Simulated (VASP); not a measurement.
Here is a VASP 6.6.1 calculation.

Contents of INCAR:

```
SYSTEM = MgO
PREC = Accurate ; ENCUT = 840
EDIFF = 1E-7 ; ISMEAR = 0
SIGMA = 0.01 ; LREAL = .FALSE.
LASPH = .TRUE. ; NELM = 120
ALGO = Normal ; ISIF = 3
LWAVE = .FALSE. ; LCHARG = .FALSE.
IBRION = 2 ; NSW = 80
EDIFFG = -0.002 ; GGA_COMPAT = .FALSE.
NELMIN = 4
```

The input KPOINTS:

```
regular mesh
0
G
  8 8 8
  0 0 0
```

POSCAR

```
MgO
1.0
    0.0000000000      2.1085000000      2.1085000000
    2.1085000000      0.0000000000      2.1085000000
    2.1085000000      2.1085000000      0.0000000000
Mg O
1 1
Direct
    0.0000000000      0.0000000000      0.0000000000
    0.5000000000      0.5000000000      0.5000000000
```

Potentials or basis: VASP PAW LDA potentials, release 64 (Mg_sv, O).

Run with:

```sh
$ cat potpaw_LDA.64/Mg_sv/POTCAR potpaw_LDA.64/O/POTCAR > POTCAR
$ mpirun -np 1 vasp_std > vasp.out
```

Task: What does it give for the band gap on the k mesh?

Result: 5.00 eV.

Task: Predict the relaxed cell.

Result: a = 2.945 Å, b = 2.945 Å, c = 2.945 Å, α = 60.00°, β = 60.00°, γ = 60.00°.

Task: What does it give for the space group after relaxing (to 0.1 Å)?

Result: Fm-3m (No. 225).

Task: Estimate the relaxed volume.

Result: 9.03 Å³/atom.

Step by step:
| step | energy change (eV) | largest force (eV/Å) | pressure (GPa) | volume (Å³) |
| --- | --- | --- | --- | --- |
| 1 | 0.0000 | 0.0000 | -6.00 | 18.75 |
| 2 | -0.0111 | 0.0000 | 2.59 | 17.81 |
| 3 | -0.0132 | 0.0000 | 0.02 | 18.07 |

A hybrid or GW would open this gap; LDA tends to underestimate it. Zero-point motion and thermal expansion aren't in these numbers.
